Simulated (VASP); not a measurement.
Wanted: the native input for a VASP 6.6.1 run.

| Item | Value |
| --- | --- |
| Task | relaxation of cell and atoms |
| Functional | PBE |
| Potentials or basis | VASP PAW PBE potentials, release 64 (Rb_sv) |
| Cutoff | 600 eV |
| k mesh | 4 × 4 × 4 |
| Occupations | gaussian, width 0.1 eV |
| Spin | no spin polarisation |
| Dipole correction | no |
| Further INCAR settings | ALGO = Fast; EDIFF = 1e-06; IBRION = 2; EDIFFG = -0.04; NSW = 90; ISIF = 3 |

The structure of Rb lies in POSCAR:

```
Rb
1.0
    4.0198488700      0.0000000000      0.0000000000
    0.0000000000      4.3473505200      0.0000000000
    0.0000000000      0.0000000000      5.3537681600
Rb
1
Direct
    0.0000000000      0.0000000000      0.0000000000
```

The cell was generated, and may not be a known phase.

The input as run:

INCAR

```
SYSTEM = Rb
PREC = Accurate
ENCUT = 600
EDIFF = 1E-6
ISMEAR = 0
SIGMA = 0.1
LREAL = .False.
LASPH = .True.
NELM = 100
ALGO = Fast
ISIF = 3
LWAVE = .False.
LCHARG = .False.
GGA = PE
IBRION = 2
NSW = 90
EDIFFG = -0.04
```

KPOINTS

```
Automatic mesh
0
Gamma
  4 4 4
  0 0 0
```

Potentials or basis: VASP PAW PBE potentials, release 64 (Rb_sv).

Launch:

```sh
$ cat potpaw_PBE.64/Rb_sv/POTCAR > POTCAR
$ mpirun -np 1 vasp_std > vasp.out
```

It gave:

```yaml
Relaxed_volume: 100.37 Å³/atom
Relaxed_cell: a = 4.643 Å, b = 4.654 Å, c = 4.645 Å, α = 90.00°, β = 90.00°, γ = 90.00°
Space_group_after_relaxing_to_0.1_Å: Pm-3m (No. 221)
Energy_gained_by_relaxing: 76.8 meV/atom
Ionic_steps: 11
Pressure_after_relaxing: 0.0 GPa
Band_gap_on_the_k_mesh: zero (an odd number of electrons rules out a gap without spin polarisation)
```

Caveat: the k points lie up to 0.34 Å⁻¹ apart in the final cell, too coarse for converged energies and pressures of a metal; a cell axis changed by over 15 % at a fixed basis, so the end point is rough.

It took 2.9 min on 1 thread of Oxide Virtual Turin-like Processor, on a shared host, peak memory 0.2 GiB.
